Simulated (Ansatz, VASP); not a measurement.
**Gd: VASP beside Ansatz**

```xyz
1
Lattice="-2.0904 2.0904 2.0904 2.0904 -2.0904 2.0904 2.0904 2.0904 -2.0904" Properties=species:S:1:pos:R:3 pbc="T T T"
Gd    0.0000    0.0000    0.0000
```

Alike in both runs: task single point; functional r2SCAN; k mesh 8 × 8 × 8; collinear spin.

```csv
,VASP,Ansatz
version,VASP 6.6.1,Ansatz 0.2.0
potentials or method,"VASP PAW PBE potentials, release 64 (Gd), cutoff 520 eV","plane waves, PAW"
occupations,"methfessel-paxton of order 1, width 0.1 eV","cold, width 0.1 eV"
valence electrons in the cell,18,18
```

Ansatz gave:

- net moment per atom (μB): 8.00
- size of the moment on the site where the two differ most (μB): 7.58

Question: What did VASP give for the same quantities?

Answer: net moment per atom (μB): 7.98; size of the moment on the site where the two differ most (μB): 7.09.

VASP's potentials were made for PBE, not for r2SCAN. Site moments also hang on the region over which each program counts them. Ansatz's warnings: stability check not made.

Spin-orbit coupling is off throughout.
